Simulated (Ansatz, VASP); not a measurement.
# Two plane-wave programs on FeO

```
Fe O
1.0
     0.00000    2.15540    2.15540
     2.15540    0.00000    2.15540
     2.15540    2.15540    0.00000
Fe O
1 1
Direct
  0.00000 0.00000 0.00000
  0.50000 0.50000 0.50000
```

Alike in both runs: task single point; functional PBEsol; k mesh 9 × 9 × 9; occupations fermi-dirac, width 0.05 eV; collinear spin; fixed moment 6 μB.

|  | VASP | Ansatz |
| --- | --- | --- |
| version | VASP 6.6.1 | Ansatz 0.2.0 |
| potentials or method | VASP PAW PBE potentials, release 64 (Fe_sv, O) | Ansatz PAW |
| plane-wave cutoff (eV) | 600 | 420 |
| valence electrons in the cell | 22 | 22 |

|  | VASP | Ansatz | Ansatz less VASP |
| --- | --- | --- | --- |
| net moment per atom (μB) | 3.00 | 3.00 | 0.000 |
| size of the moment on the site where the two differ most (μB) | 0.81 | 0.89 | +0.086 |

VASP's potentials were made for PBE, not for PBEsol. Site moments also hang on the region over which each program counts them.
